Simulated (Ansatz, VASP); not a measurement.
## One calculation of ZnCu, two programs

```
Zn Cu
1.0
     3.19929    0.00000    0.00000
     0.00000    3.19929    0.00000
     0.00000    0.00000    2.49545
Zn Cu
1 1
Direct
  0.50000 0.50000 0.50000
  0.00000 0.00000 0.00000
```

Alike in both runs: task single point; functional PBEsol; k mesh 18 × 18 × 18; occupations gaussian, width 0.15 eV; no spin polarisation.

|  | VASP | Ansatz |
| --- | --- | --- |
| version | VASP 6.6.1 | Ansatz 0.2.0 |
| potentials or method | VASP PAW PBE potentials, release 64 (Zn, Cu), cutoff 520 eV | scalar-relativistic, plane waves, PAW |
| valence electrons in the cell | 23 | 31 |

```csv
,VASP,Ansatz,Ansatz less VASP
gap on the k mesh at the Fermi level (eV),none,none,-
pressure (GPa),-1.2,-1.9,-0.64
"traceless stress, the component that is largest in VASP (GPa)",12.08,11.95,-0.129
```

VASP's potentials were made for PBE, not for PBEsol. A gap of «none» marks a metal or a gap that the smearing closes. VASP's potentials hold 23 valence electrons a cell and Ansatz's 31, so a difference there can come from the potentials and not from the codes.
